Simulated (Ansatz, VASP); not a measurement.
## SnTe: VASP beside Ansatz

```
Sn Te
1.0
     0.00000    3.20649    3.20649
     3.20649    0.00000    3.20649
     3.20649    3.20649    0.00000
Sn Te
1 1
Cartesian
  0.0000 0.0000 0.0000
  3.2065 3.2065 3.2065
```

Alike in both runs: functional PBE; k mesh 10 × 10 × 10; occupations gaussian, width 0.01 eV; no spin polarisation.

Ansatz relaxed the structure, and its values are those at the end. VASP's run is a single point on that final structure, the one shown.

```csv
,VASP,Ansatz
version,VASP 6.6.1,Ansatz 0.2.0
potentials or method,"VASP PAW PBE potentials, release 64 (Sn_d, Te), cutoff 520 eV","scalar-relativistic, plane waves, PAW"
valence electrons in the cell,20,30
```

```csv
,VASP,Ansatz,Ansatz less VASP
gap on the k mesh at the Fermi level (eV),0.06,0.06,0.000
least direct gap on the mesh (eV),0.06,0.06,0.000
pressure (GPa),-0.1,0.0,+0.06
```

VASP's potentials hold 20 valence electrons a cell and Ansatz's 30, so a difference there can come from the potentials and not from the codes.

Spin-orbit coupling is off throughout.
